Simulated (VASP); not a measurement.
Runs of VASP 6.6.1 on Zn. The structure is that of space group Im-3m (No. 229), or close to it. The cells are those of the table. This isn't the form of Zn at room conditions, which is hcp.

```tsv
task	level	cell	k mesh	cutoff (eV)	share of exact exchange	screening parameter	gap on the mesh (eV)	pressure (GPa)
relaxation of cell and atoms	PBE0	relaxed from a = 2.718 Å, angles 109.5°, 1 atom	6 × 6 × 6	600	0.25	-	none	-0.1
single point	HF	a = 2.878 Å, angles 109.5°, 1 atom	6 × 6 × 6	520	1	-	none	(a)
single point	r2SCANh	a = 2.718 Å, angles 109.5°, 1 atom	6 × 6 × 6	520	0.1	-	none	-3.3
single point	PBE0	a = 2.736 Å, angles 109.5°, 1 atom	8 × 8 × 8	520	0.25	-	none	-2.7
single point	r2SCANh	a = 2.681 Å, angles 109.5°, 1 atom	6 × 6 × 6	520	0.1	-	none	-0.2
single point	r2SCANh	a = 2.699 Å, angles 109.5°, 1 atom	6 × 6 × 6	520	0.1	-	none	-1.8
single point	r2SCANh	a = 2.662 Å, angles 109.5°, 1 atom	6 × 6 × 6	520	0.1	-	none	(b)
single point	HSE06	a = 2.718 Å, angles 109.5°, 1 atom	8 × 8 × 8	520	0.25	0.2079 1/Å	none	-1.8
```

Alike in all rows: potentials or basis VASP PAW PBE potentials, release 64 (Zn); no spin polarisation; smearing fermi-dirac 0.05 eV.

Estimate the missing entries.

(a) 0.2; (b) 1.7.

Caveats: some runs use coarse meshes; the PAW data sets were made with another functional, which shifts forces and pressure a little.

A gap of «none» marks levels without a gap at the run's occupations.
